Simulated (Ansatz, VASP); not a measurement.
# Two plane-wave programs on Ta2AlF3

```
Ta Al F
1.0
     6.36960    0.00000    0.00000
    -3.18480    5.51623    0.00000
     0.00000    0.00000    2.73115
Ta Al F
2 1 3
Cartesian
  0.0000 3.6775 1.3656
  3.1848 1.8387 1.3656
  0.0000 0.0000 1.3656
  2.1079 0.0000 1.3656
  -1.0539 1.8255 1.3656
  2.1309 3.6907 1.3656
```

Alike in both runs: functional PBE; k mesh 6 × 6 × 4; occupations gaussian, width 0.1 eV; no spin polarisation.

Ansatz relaxed the structure, and its values are those at the end. VASP's run is a single point on that final structure, the one shown.

|  | VASP | Ansatz |
| --- | --- | --- |
| version | VASP 6.6.1 | Ansatz 0.2.0 |
| potentials or method | VASP PAW PBE potentials, release 64 (Ta_pv, Al, F), cutoff 520 eV | scalar-relativistic, plane waves, PAW |
| valence electrons in the cell | 46 | 50 |

```csv
,VASP,Ansatz,Ansatz less VASP
gap on the k mesh at the Fermi level (eV),none,none,-
pressure (GPa),0.2,0.2,0.00
rms of the force components (eV/Å),0.012,0.003,-0.0093
```

A gap of «none» marks a metal or a gap that the smearing closes. VASP's potentials hold 46 valence electrons a cell and Ansatz's 50, so a difference there can come from the potentials and not from the codes.

The k mesh is coarse, so the values compare programs but aren't converged. Spin-orbit coupling is off throughout.
